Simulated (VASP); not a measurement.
# Mn in VASP: notebook

The runs below take Mn through single point, with PBE, LDA.

All numbers are computed with VASP 6.6.1; they aren't measurements. Logs are shortened: lines on timing, memory, paths and dates and some standing lists are left out, and cuts for length are marked.

## Step 1: The cell of the first run

The cell holds a sheet with vacuum, 1 atom: a = 2.614 Å, b = 2.614 Å, c = 23.800 Å, α = 90.00°, β = 90.00°, γ = 90.00°.

## Step 2: Single point, PBE, collinear spin, ferromagnetic start

Input file INCAR:

```
PREC = Accurate ; ENCUT = 520
EDIFF = 1E-7 ; ISMEAR = -1
SIGMA = 0.05 ; LREAL = F
LASPH = T ; NELM = 150
ALGO = Normal ; ISIF = 2
LWAVE = F ; LCHARG = T
ISPIN = 2 ; MAGMOM = 4
LORBIT = 11 ; LMAXMIX = 4
LDIPOL = T ; IDIPOL = 3
DIPOL = 0.5 0.5 0.294 ; GGA = PE
LELF = T ; LVHAR = T
LVACPOTAV = T ; NBANDS = 16
```

Input file KPOINTS:

```
Automatic mesh
0
Gamma
  10 10 1
```

Input file POSCAR:

```
Mn
1.0
    2.6143200000      0.0000000000      0.0000000000
    0.0000000000      2.6143200000      0.0000000000
    0.0000000000      0.0000000000     23.8000000000
Mn
1
Direct
    0.0000000000      0.0000000000      0.2941200000
```

Potentials or basis: VASP PAW PBE potentials, release 64 (Mn_pv).

Launch:

```sh
> cat potpaw_PBE.64/Mn_pv/POTCAR > POTCAR
> mpirun -np 1 vasp_std > vasp.out
```

OUTCAR:

```text
PREC = Accurate
   ENCUT = 520
   EDIFF = 1E-7
   ISMEAR = -1
   LREAL = F
   LASPH = T
   NELM = 150
   ISIF = 2
   ISPIN = 2
   LORBIT = 11
   GGA = PE

 ion  position               nearest neighbor table
   1  0.000  0.000  0.294-

  LATTYP: Found a simple tetragonal cell.
 ALAT       =     2.6143200000
 C/A-ratio  =     9.1037057437

  Lattice vectors:

 A1 = (   2.6143200000,   0.0000000000,   0.0000000000)
 A2 = (   0.0000000000,   2.6143200000,   0.0000000000)
 A3 = (   0.0000000000,   0.0000000000,  23.8000000000)

Analysis of symmetry for initial positions (statically):
=====================================================================
 Subroutine PRICEL returns:
 Original cell was already a primitive cell.

 Routine SETGRP: Setting up the symmetry group for a
 simple tetragonal supercell.

 Subroutine GETGRP returns: Found 16 space group operations
 (whereof  8 operations were pure point group operations)
 out of a pool of 16 trial point group operations.

The static configuration has the point symmetry C_4v.
 The point group associated with its full space group is D_4h.

Analysis of symmetry for dynamics (positions and initial velocities):
=====================================================================
 Subroutine PRICEL returns:
 Original cell was already a primitive cell.

 Routine SETGRP: Setting up the symmetry group for a
 simple tetragonal supercell.

 Subroutine GETGRP returns: Found 16 space group operations
 (whereof  8 operations were pure point group operations)
 out of a pool of 16 trial point group operations.

The dynamic configuration has the point symmetry C_4v.
 The point group associated with its full space group is D_4h.

Analysis of structural, dynamic, and magnetic symmetry:
=====================================================================
 Subroutine PRICEL returns:
 Original cell was already a primitive cell.

 Routine SETGRP: Setting up the symmetry group for a
 simple tetragonal supercell.

 Subroutine GETGRP returns: Found 16 space group operations
 (whereof  8 operations were pure point group operations)
 out of a pool of 16 trial point group operations.

The overall configuration has the point symmetry C_4v.
 The point group associated with its full space group is D_4h.

 Subroutine INISYM returns: Found 16 space group operations
 (whereof  8 operations are pure point group operations),
 and found     1 'primitive' translations

----------------------------------------------------------------------------------------

                                     Primitive cell

  volume of cell :     162.6651
[... 109 lines left out ...]
   LHFCALC =     F    Hartree Fock is set to
   AEXX    =    0.0000 exact exchange contribution
   IVDW    =     0    specifies the selected vdW correction
   LEPSILON=     F    determine dielectric tensor
   LRPA    =     F    only Hartree local field effects (RPA)
 spin polarized calculation
  energy-cutoff  :      520.00
  volume of cell :      162.67
 maximum number of plane-waves:      4416
 NGX is ok and might be reduce to    20
   NGX =  9   NGY =  9   NGZ = 89

 dipolmoment           0.000000      0.000000     -0.000001 electrons x Angstroem

 number of electron      12.9999981 magnetization       4.3153789

 dipolmoment           0.000000      0.000000      0.000000 electrons x Angstroem

 Free energy of the ion-electron system (eV)
  ---------------------------------------------------
  ext. energy  EPLUGINS =         0.00000000
  ---------------------------------------------------
  free energy    TOTEN  =        -6.92786511 eV

  energy without entropy =       -6.91745370  energy(sigma->0) =       -6.92265941

 E-fermi :  -2.5550     XC(G=0):  -1.8722

 val. band max:       -2.5675985979   @ k =   0.4000   0.1000   0.0000
 cond. band min:      -2.4417493460   @ k =   0.5000   0.2000   0.0000
 fundamental gap:      0.1258492519
 Fermi energy:        -2.5549800815

 spin component 1

 k-point     1 :       0.0000    0.0000    0.0000
  band No.  band energies     occupation
      1     -52.7900      1.00000
      2     -52.0991      1.00000
      3     -52.0991      1.00000
      4      -8.1647      1.00000
      5      -6.1170      1.00000
      6      -5.5886      1.00000
[... 375 lines left out ...]
      2     -52.3017      1.00000
      3     -52.3017      1.00000
      4      -6.3895      1.00000
      5      -5.4718      1.00000
      6      -5.4718      1.00000
[... 8 lines left out ...]
     15       9.3239      0.00000
     16       9.3239      0.00000
 Fermi energy:        -2.5549800815

 spin component 2

 k-point     1 :       0.0000    0.0000    0.0000
  band No.  band energies     occupation
      1     -48.4242      1.00000
      2     -48.1647      1.00000
      3     -48.1647      1.00000
      4      -6.9836      1.00000
      5      -3.1325      0.99999
      6      -2.2710      0.00340
[... 376 lines left out ...]
      3     -48.3731      1.00000
      4      -3.8658      1.00000
      5      -1.8565      0.00000
      6      -1.8565      0.00000
[... 8 lines left out ...]
     15      10.3510      0.00000
     16      10.3510      0.00000

------------------------ aborting loop because EDIFF is reached ----------------------------------------

 vacuum level on the upper side and lower side of the slab       (xc-potential included)        -0.104        -0.104

  FORCE on cell =-STRESS in cart. coord.  units (eV):
  Direction    XX          YY          ZZ          XY          YZ          ZX
  --------------------------------------------------------------------------------------
  -------------------------------------------------------------------------------------
  Total       -0.0672202     -0.0672202     -0.0039220      0.0000000      0.0000000     -0.0000000
  in kB       -0.6620883     -0.6620883     -0.0386299      0.0000000      0.0000000     -0.0000000
  external PRESSURE =      -0.4542688 kB  Pullay stress =       0.0000000 kB

 VOLUME and BASIS-vectors are now :
 -----------------------------------------------------------------------------
  energy-cutoff  :      520.00
  volume of cell :      162.67
      direct lattice vectors                 reciprocal lattice vectors
     2.614320000  0.000000000  0.000000000     0.382508645  0.000000000  0.000000000
     0.000000000  2.614320000  0.000000000     0.000000000  0.382508645  0.000000000
     0.000000000  0.000000000 23.800000000     0.000000000  0.000000000  0.042016807

 POSITION                                       TOTAL-FORCE (eV/Angst)
 -----------------------------------------------------------------------------------
      0.00000      0.00000      7.00006         0.000000     -0.000000     -0.000000
 -----------------------------------------------------------------------------------
    total drift:                                0.000000      0.000000      0.000329

  FREE ENERGIE OF THE ION-ELECTRON SYSTEM (eV)
  ---------------------------------------------------
  free  energy   TOTEN  =        -6.9278651115 eV

  energy  without entropy=       -6.9174537038  energy(sigma->0) =       -6.92265941

 vacuum level on the upper side and lower side of the slab         1.118         1.118

 total charge

# of ion       s       p       d       tot
------------------------------------------
    1        0.361   6.122   4.982  11.465

 magnetization (x)

# of ion       s       p       d       tot
------------------------------------------
    1        0.038   0.043   3.812   3.893
```

OSZICAR:

```text
N       E                     dE             d eps       ncg     rms          rms(c)
DAV:   1     0.515389476899E+02    0.51539E+02   -0.70571E+03  1680   0.577E+02
DAV:   2    -0.565521141828E+01   -0.57194E+02   -0.53346E+02  1480   0.157E+02
DAV:   3    -0.703864004702E+01   -0.13834E+01   -0.13791E+01  1664   0.309E+01
[... 23 lines left out ...]
DAV:  27    -0.692786168032E+01   -0.43288E-05   -0.10396E-07  1280   0.896E-04    0.253E-04
DAV:  28    -0.692786428744E+01   -0.26071E-05   -0.74199E-08  1312   0.771E-04    0.135E-04
DAV:  29    -0.692786483926E+01   -0.55181E-06   -0.13351E-08  1272   0.508E-04    0.634E-05
DAV:  30    -0.692786505278E+01   -0.21352E-06   -0.40538E-09  1184   0.294E-04    0.466E-05
DAV:  31    -0.692786511145E+01   -0.58672E-07   -0.19646E-09  1144   0.189E-04
   1 F= -.69278651E+01 E0= -.69226594E+01  d E =-.104114E-01  mag=     4.3154
```

stdout:

```text
POSCAR found type information on POSCAR Mn
 POSCAR found :  1 types and       1 ions
 scaLAPACK will be used
 LDA part: xc-table for (Slater+PW92), standard interpolation
 POSCAR, INCAR and KPOINTS ok, starting setup
 FFT: planning ... GRIDC
 FFT: planning ... GRID_SOFT
 FFT: planning ... GRID
 WAVECAR not read
 entering main loop
```

It took 1.8 min on 1 thread of Intel Xeon 6975P-C (Granite Rapids), shared host; peak memory 0.34 GiB.

Results:

```
Free energy                                           : -6.9279 eV
Net moment                                            : 4.32 μB per cell
Site moments                                          : Mn +3.89 μB
Valence electrons inside the program's atomic spheres : Mn 11.46
Work function of the upper face                       : 3.67 eV
Work function of the lower face                       : 3.67 eV
```

## Step 3: Single point, LDA, collinear spin, ferromagnetic start

Input file INCAR:

```
  PREC = Accurate
  ENCUT = 520
  EDIFF = 1E-6
  ISMEAR = -1
  SIGMA = 0.05
  LREAL = False
  LASPH = True
  NELM = 150
  ALGO = Normal
  ISIF = 2
  LWAVE = False
  LCHARG = False
  ISPIN = 2
  MAGMOM = 4
  LORBIT = 11
  LMAXMIX = 4
  LDIPOL = True
  IDIPOL = 3
  DIPOL = 0.5 0.5 0.294
  GGA = CA
  NBANDS = 16
```

Input file KPOINTS:

```
regular mesh
0
Gamma
  10 10 1
```

POSCAR is that of step 2.

Potentials or basis: VASP PAW LDA potentials, release 64 (Mn_pv).

Launch:

```sh
> cat potpaw_LDA.64/Mn_pv/POTCAR > POTCAR
> mpirun -np 1 vasp_std > vasp.out
```

Wall time 77 s (1 thread of Intel Xeon 6975P-C (Granite Rapids), shared host); peak memory 0.26 GiB.

It converged, with:

- Free energy: -7.0588 eV
- Net moment: 4.21 μB per cell
- Site moments: Mn +3.80 μB
- Valence electrons inside the program's atomic spheres: Mn 11.49

Levels at points of the mesh, in eV from the Fermi level:
Spin up:
```
           k point  band 5  band 6  band 7  band 8  band 9  band 10  band 11  band 12  band 13  band 14
(0.00, 0.00, 0.00)   -3.32   -2.68   -1.32   -1.32   -0.48    -0.33     3.56     4.10     4.13     5.05
(0.50, 0.00, 0.00)   -3.07   -1.85   -1.39   -1.19    0.30     3.24     4.76     7.16     8.67     9.10
(0.50, 0.50, 0.00)   -2.55   -2.55   -1.61    0.23    5.26     5.26     9.35     9.90    10.00    11.26
```
Spin down:
| k point | band 1 | band 2 | band 3 | band 4 | band 5 | band 6 | band 7 | band 8 | band 9 |
| --- | --- | --- | --- | --- | --- | --- | --- | --- | --- |
| (0.00, 0.00, 0.00) | -45.55 | -45.24 | -45.24 | -4.23 | -0.57 | 0.18 | 0.48 | 2.15 | 2.15 |
| (0.50, 0.00, 0.00) | -45.52 | -45.51 | -45.22 | -0.76 | -0.24 | 1.23 | 1.31 | 1.76 | 2.33 |
| (0.50, 0.50, 0.00) | -45.50 | -45.48 | -45.48 | -1.20 | 0.58 | 0.58 | 1.88 | 3.54 | 6.48 |
